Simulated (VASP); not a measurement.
# BN (Cmcm) in VASP: further runs

The runs below take BN through single point, with r2SCAN.

Program: VASP 6.6.1. These are calculated values, not measurements. Logs are shortened: lines on timing, memory, paths and dates and some standing lists are left out, and cuts for length are marked.

## (1) The cell of the first run

It takes space group Cmcm (No. 63, orthorhombic). The conventional cell has a = 2.404 Å, b = 4.511 Å, c = 6.661 Å, α = 90.00°, β = 90.00°, γ = 90.00°. Within 1.9 Å of B (site symmetry m2m) lie 3 N at 1.42 to 1.50 Å. Within 1.9 Å of N (site symmetry m2m) lie 3 B at 1.42 to 1.50 Å.

## (2) Single point, r2SCAN (strain -0.0400 x Voigt [1, -1, 0, 0, 0, 0])

Contents of POSCAR:

```
BN
1.0
    2.4038320361      0.0000000000      0.0000000000
   -1.2019160181      2.2552612439      0.0000000000
    0.0000000000      0.0000000000      6.6612000000
B N
2 2
Direct
    0.3333333333      0.6666666667      0.2500000000
    0.6666666667      0.3333333333      0.7500000000
    0.3333333333      0.6666666667      0.7500000000
    0.6666666667      0.3333333333      0.2500000000
```

Contents of INCAR.step1:

```
  PREC = Accurate
  ENCUT = 520
  ISMEAR = 0
  SIGMA = 0.05
  LREAL = False
  LASPH = True
  NELM = 80
  NBANDS = 16
  GGA = PE
  ALGO = Normal
  EDIFF = 1E-4
  LWAVE = True
  LCHARG = False
```

Contents of INCAR.step2:

```
  PREC = Accurate
  ENCUT = 520
  EDIFF = 1E-6
  ISMEAR = 0
  SIGMA = 0.05
  LREAL = False
  LASPH = True
  NELM = 80
  ALGO = Normal
  ISIF = 2
  LWAVE = False
  LCHARG = False
  METAGGA = R2SCAN
  LMIXTAU = True
  NBANDS = 16
  ISTART = 1
```

Contents of KPOINTS:

```
regular mesh
0
Gamma
  12 12 4
```

Potentials or basis: VASP PAW PBE potentials, release 64 (B, N).

Run with:

```console
$ cat potpaw_PBE.64/B/POTCAR potpaw_PBE.64/N/POTCAR > POTCAR
$ cp INCAR.step1 INCAR
$ mpirun -np 1 vasp_std > vasp.out
$ cp INCAR.step2 INCAR
$ mpirun -np 1 vasp_std > vasp.out
```

OUTCAR:

```text
PREC = Accurate
   ENCUT = 520
   EDIFF = 1E-6
   ISMEAR = 0
   LREAL = False
   LASPH = True
   NELM = 80
   ISIF = 2
   METAGGA = R2SCAN
   ISTART = 1

 ion  position               nearest neighbor table
   1  0.333  0.667  0.250-   4 1.42   4 1.42   4 1.50
   2  0.667  0.333  0.750-   3 1.42   3 1.42   3 1.50
   3  0.333  0.667  0.750-   2 1.42   2 1.42   2 1.50
   4  0.667  0.333  0.250-   1 1.42   1 1.42   1 1.50

  LATTYP: Found a base centered orthorhombic cell.
 ALAT       =     2.4038320361
 B/A-ratio  =     1.8763883749
 C/A-ratio  =     2.7710754745

  Lattice vectors:

 A1 = (   1.2019160181,  -2.2552612439,   0.0000000000)
 A2 = (   1.2019160180,   2.2552612439,   0.0000000000)
 A3 = (   0.0000000000,   0.0000000000,   6.6612000000)

Analysis of symmetry for initial positions (statically):
=====================================================================
 Subroutine PRICEL returns:
 Original cell was already a primitive cell.

 Routine SETGRP: Setting up the symmetry group for a
 base centered orthorhombic supercell.

 Subroutine GETGRP returns: Found  8 space group operations
 (whereof  4 operations were pure point group operations)
 out of a pool of  8 trial point group operations.

The static configuration has the point symmetry C_2h.
 The point group associated with its full space group is D_2h.

Analysis of symmetry for dynamics (positions and initial velocities):
=====================================================================
 Subroutine PRICEL returns:
 Original cell was already a primitive cell.

 Routine SETGRP: Setting up the symmetry group for a
 base centered orthorhombic supercell.

 Subroutine GETGRP returns: Found  8 space group operations
 (whereof  4 operations were pure point group operations)
 out of a pool of  8 trial point group operations.

The dynamic configuration has the point symmetry C_2h.
 The point group associated with its full space group is D_2h.

 Subroutine INISYM returns: Found  8 space group operations
 (whereof  4 operations are pure point group operations),
 and found     1 'primitive' translations

----------------------------------------------------------------------------------------

                                     Primitive cell

  volume of cell :      36.1122

  direct lattice vectors                    reciprocal lattice vectors
     2.403832036  0.000000000  0.000000000     0.416002443  0.221703805  0.000000000
    -1.201916018  2.255261244  0.000000000     0.000000000  0.443407611  0.000000000
     0.000000000  0.000000000  6.661200000     0.000000000  0.000000000  0.150123101

  length of vectors
     2.403832036  2.555544050  6.661200000     0.471392204  0.443407611  0.150123101

  position of ions in fractional coordinates (direct lattice)
     0.333333333  0.666666667  0.250000000
     0.666666667  0.333333333  0.750000000
     0.333333333  0.666666667  0.750000000
     0.666666667  0.333333333  0.250000000

  ion indices of the primitive-cell ions
   primitive index   ion index
                 1           1
                 2           2
                 3           3
                 4           4

----------------------------------------------------------------------------------------

 KPOINTS: regular mesh

Automatic generation of k-mesh.
 Grid dimensions read from file:
 generate k-points for:   12   12    4

 Generating k-lattice:

  Cartesian coordinates                     Fractional coordinates (reciprocal lattice)
     0.034666870  0.018475317  0.000000000     0.083333333  0.000000000  0.000000000
     0.000000000  0.036950634  0.000000000     0.000000000  0.083333333  0.000000000
     0.000000000  0.000000000  0.037530775     0.000000000  0.000000000  0.250000000

  Length of vectors
     0.039282684  0.036950634  0.037530775

  Shift w.r.t. Gamma in fractional coordinates (k-lattice)
     0.000000000  0.000000000  0.000000000

 Subroutine IBZKPT returns following result:
 ===========================================

 Found    129 irreducible k-points:

 Following reciprocal coordinates:
            Coordinates               Weight
  0.000000  0.000000  0.000000      1.000000
  0.083333 -0.000000  0.000000      4.000000
  0.166667 -0.000000  0.000000      4.000000
  0.250000  0.000000  0.000000      4.000000
  0.333333  0.000000  0.000000      4.000000
  0.416667 -0.000000  0.000000      4.000000
[... 16 lines left out ...]
  0.333333  0.166667  0.000000      4.000000
  0.416667  0.166667  0.000000      4.000000
 [... further k-points ...]
   k-points           NKPTS =    129   k-points in BZ     NKDIM =    129   number of bands    NBANDS=     16
   number of dos      NEDOS =    301   number of ions     NIONS =      4
   total plane-waves  NPLWV =  18000
   dimension x,y,z NGX =    18 NGY =   20 NGZ =   50
   dimension x,y,z NGXF=    36 NGYF=   40 NGZF=  100
   ions per type =               2   2
   NGX,Y,Z   is equivalent  to a cutoff of  12.45, 13.01, 12.48 a.u.
   NGXF,Y,Z  is equivalent  to a cutoff of  24.90, 26.02, 24.96 a.u.
 SYSTEM =  unknown system
   PREC   = accura    normal or accurate (medium, high low for compatibility)
   ISTART =      1    job   : 0-new  1-cont  2-samecut
   ICHARG =      0    charge: 1-file 2-atom 10-const
   ISPIN  =      1    spin polarized calculation?
   LNONCOLLINEAR =      F non collinear calculations
   LSORBIT =      F    spin-orbit coupling
   LASPH  =      T    aspherical Exc in radial PAW
   ENCUT  =  520.0 eV  38.22 Ry    6.18 a.u.   4.47  4.75 12.39*2*pi/ulx,y,z
   NELM   =     80;   NELMIN=  2; NELMDL=  0     # of ELM steps
   EDIFF  = 0.1E-05   stopping-criterion for ELM
   LREAL  =      F    real-space projection
[... 7 lines left out ...]
   TEBEG  =    0.0;   TEEND  =   0.0 temperature during run
   PSTRESS=    0.0 pullay stress
   NELECT =      16.0000    total number of electrons
   NUPDOWN=      -1.0000    fix difference up-down
   EMIN   =  10.00;   EMAX   =-10.00  energy-range for DOS
   EFERMI =   0.00;   METHOD = LEGACY
   ISMEAR =     0;   SIGMA  =   0.05  broadening in eV -4-tet -1-fermi 0-gaus
   EFERMI_NEDOS =   21; number of points for ismear=-14 and -15
   IALGO  =     38    algorithm
   IMIX   =      4    mixing-type and parameters
     AMIX     =   0.40;   BMIX     =  1.00
     AMIX_MAG =   1.60;   BMIX_MAG =  1.00
  volume/ion in A,a.u.               =       9.03        60.92
  Fermi-wavevector in a.u.,A,eV,Ry     =   1.248045  2.358464 21.192666  1.557617
  Thomas-Fermi vector in A             =   2.382150
   LORBIT       =      0    0 simple, 1 ext, 2 COOP (PROOUT), +10 PAW based schemes
   METAGGA = R2SCAN    functional components
   LHFCALC =     F    Hartree Fock is set to
   AEXX    =    0.0000 exact exchange contribution
   IVDW    =     0    specifies the selected vdW correction
   LEPSILON=     F    determine dielectric tensor
   LRPA    =     F    only Hartree local field effects (RPA)
 non-spin polarized calculation
 Gauss-broadening in eV      SIGMA  =   0.05
  energy-cutoff  :      520.00
  volume of cell :       36.11
 maximum number of plane-waves:       996
 NGX is ok and might be reduce to    18
   NGX =  9   NGY =  9   NGZ = 25

 number of electron      16.0000000 magnetization

 Free energy of the ion-electron system (eV)
  ---------------------------------------------------
  ext. energy  EPLUGINS =         0.00000000
  ---------------------------------------------------
  free energy    TOTEN  =       -38.31363454 eV

  energy without entropy =      -38.31363454  energy(sigma->0) =      -38.31363454

 E-fermi :   2.3999     XC(G=0): -10.7223

 val. band max:        2.1002685175   @ k =   0.4167   0.2500   0.0000
 cond. band min:       6.4946439578   @ k =   0.0000   0.5000   0.0000
 fundamental gap:      4.3943754402
 Fermi energy:         2.3998648112

 k-point     1 :       0.0000    0.0000    0.0000
  band No.  band energies     occupation
      1     -16.8164      2.00000
      2     -16.5335      2.00000
      3      -4.3769      2.00000
      4      -2.2237      2.00000
      5       0.3947      2.00000
      6       0.4425      2.00000
[... 8 lines left out ...]
     15      16.2195      0.00000
     16      16.2560      0.00000

 k-point     2 :       0.0833   -0.0000    0.0000
  band No.  band energies     occupation
      1     -16.6676      2.00000
      2     -16.3891      2.00000
      3      -4.1733      2.00000
      4      -2.0394      2.00000
      5       0.0481      2.00000
      6       0.0904      2.00000
[... 8 lines left out ...]
     15      15.7319      0.00000
     16      16.8166      0.00000

 k-point     3 :       0.1667   -0.0000    0.0000
  band No.  band energies     occupation
      1     -16.2290      2.00000
      2     -15.9642      2.00000
      3      -3.5697      2.00000
      4      -1.4979      2.00000
      5      -1.2124      2.00000
      6      -1.1872      2.00000
[... 8 lines left out ...]
     15      16.3716      0.00000
     16      18.2419      0.00000

 k-point     4 :       0.2500    0.0000    0.0000
  band No.  band energies     occupation
      1     -15.5299      2.00000
      2     -15.2892      2.00000
      3      -3.0875      2.00000
      4      -3.0385      2.00000
      5      -2.5932      2.00000
      6      -1.3219      2.00000
[... 8 lines left out ...]
     15      18.3519      0.00000
     16      18.4392      0.00000
[... 324 lines left out ...]
 k-point    22 :       0.2500    0.1667    0.0000
  band No.  band energies     occupation
      1     -14.4618      2.00000
      2     -14.2717      2.00000
      3      -4.8754      2.00000
      4      -4.8647      2.00000
      5      -3.1658      2.00000
      6      -3.1260      2.00000
[... 8 lines left out ...]
     15      18.9437      0.00000
     16      21.0364      0.00000

 k-point    23 :       0.3333    0.1667    0.0000
  band No.  band energies     occupation
      1     -13.6167      2.00000
      2     -13.4873      2.00000
      3      -6.1245      2.00000
      4      -6.0668      2.00000
      5      -3.8188      2.00000
      6      -3.7502      2.00000
[... 8 lines left out ...]
     15      18.6674      0.00000
     16      21.1727      0.00000

 k-point    24 :       0.4167    0.1667    0.0000
  band No.  band energies     occupation
      1     -13.1182      2.00000
      2     -13.0674      2.00000
      3      -6.8330      2.00000
      4      -6.7703      2.00000
      5      -3.9338      2.00000
      6      -3.8503      2.00000
[... 8 lines left out ...]
     15      17.4476      0.00000
     16      20.7975      0.00000

 [... further k-points ...]

------------------------ aborting loop because EDIFF is reached ----------------------------------------

  FORCE on cell =-STRESS in cart. coord.  units (eV):
  Direction    XX          YY          ZZ          XY          YZ          ZX
  --------------------------------------------------------------------------------------
  -------------------------------------------------------------------------------------
  Total        7.4913651     -6.4772850      0.1244313      0.0000000      0.0000000      0.0000000
  in kB      332.3671521   -287.3757637      5.5206073      0.0000000      0.0000000      0.0000000
  external PRESSURE =      16.8373319 kB  Pullay stress =       0.0000000 kB

 VOLUME and BASIS-vectors are now :
 -----------------------------------------------------------------------------
  energy-cutoff  :      520.00
  volume of cell :       36.11
      direct lattice vectors                 reciprocal lattice vectors
     2.403832036  0.000000000  0.000000000     0.416002443  0.221703805  0.000000000
    -1.201916018  2.255261244  0.000000000     0.000000000  0.443407611  0.000000000
     0.000000000  0.000000000  6.661200000     0.000000000  0.000000000  0.150123101

 POSITION                                       TOTAL-FORCE (eV/Angst)
 -----------------------------------------------------------------------------------
     -0.00000      1.50351      1.66530        -0.000000      0.762018      0.000000
      1.20192      0.75175      4.99590         0.000000     -0.762018     -0.000000
     -0.00000      1.50351      4.99590        -0.000000      0.776193     -0.000000
      1.20192      0.75175      1.66530         0.000000     -0.776193     -0.000000
 -----------------------------------------------------------------------------------
    total drift:                               -0.000000      0.000000     -0.000000

  FREE ENERGIE OF THE ION-ELECTRON SYSTEM (eV)
  ---------------------------------------------------
  free  energy   TOTEN  =       -38.3136345379 eV

  energy  without entropy=      -38.3136345379  energy(sigma->0) =      -38.31363454
```

Wall time 4.4 min (1 thread of AMD EPYC 7R43 (Zen 3), shared host); peak memory 0.15 GiB.

What came out:

```yaml
Free_energy: -38.3136 eV
Pressure: 1.7 GPa
Largest_force: 0.776 eV/Å
Band_gap_on_the_k_mesh: 4.39 eV (least direct gap 5.32 eV)
```

Forces on the atoms (eV/Å):
```
B    0.000  0.762  0.000
B    0.000 -0.762  0.000
N    0.000  0.776  0.000
N    0.000 -0.776  0.000
```

Caveat: the cell differs from its parent crystal (strain -0.0400 x Voigt [1, -1, 0, 0, 0, 0]); the stress differs along the axes, from -29 to 33 GPa; the PAW data sets were made with another functional, which shifts forces and pressure a little.

[end of part 1 of 2]
